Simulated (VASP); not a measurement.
Input of a VASP 6.6.1 run:

File INCAR:

```
PREC     = Accurate       # precision mode
ENCUT    = 600            # plane-wave cutoff, eV
EDIFF    = 1E-7           # SCF threshold, eV
ISMEAR   = 0              # smearing method
SIGMA    = 0.1            # smearing width, eV
LREAL    = F              # projectors in reciprocal space
LASPH    = T              # aspherical terms in the spheres
NELM     = 120            # most SCF steps
ALGO     = Normal         # electronic algorithm
ISIF     = 3              # what is computed and relaxed
LWAVE    = F              # write WAVECAR
LCHARG   = F              # write CHGCAR
GGA      = PE             # functional
IBRION   = 2              # ionic algorithm
NSW      = 100            # ionic steps
EDIFFG   = -0.01          # ionic threshold
GGA_COMPAT= F            
NELMIN   = 4
```

File KPOINTS:

```
regular mesh
0
Gamma
  10 10 10
```

POSCAR

```
CsMg3
1.0
    5.3117674895      0.0000000000      0.0000000000
    0.0000000000      5.3117674895      0.0000000000
    0.0000000000      0.0000000000      5.3117674895
Cs Mg
1 3
Direct
    0.0000000000      0.0000000000      0.0000000000
    0.0000000000      0.5000000000      0.5000000000
    0.5000000000      0.0000000000      0.5000000000
    0.5000000000      0.5000000000      0.0000000000
```

Potentials or basis: VASP PAW PBE potentials, release 64 (Cs_sv, Mg).

Launch:

```bash
$ cat potpaw_PBE.64/Cs_sv/POTCAR potpaw_PBE.64/Mg/POTCAR > POTCAR
$ mpirun -np 1 vasp_std > vasp.out
```

Task: Estimate the band gap on the k mesh.

Result: Zero (an odd number of electrons rules out a gap without spin polarisation).

Task: Estimate the relaxed cell.

Result: a = 5.346 Å, b = 5.346 Å, c = 5.346 Å, α = 90.00°, β = 90.00°, γ = 90.00°.

Task: What does it give for the relaxed volume?

Result: 38.20 Å³/atom.

Final structure:
```xyz
4
Lattice="5.3462 0.0000 0.0000 0.0000 5.3462 0.0000 0.0000 0.0000 5.3462" Properties=species:S:1:pos:R:3 pbc="T T T"
Cs    0.0000    0.0000    0.0000
Mg    0.0000    2.6731    2.6731
Mg    2.6731    0.0000    2.6731
Mg    2.6731    2.6731    0.0000
```

Caveat: spin-orbit coupling is left out, which moves the levels of the heavy elements.
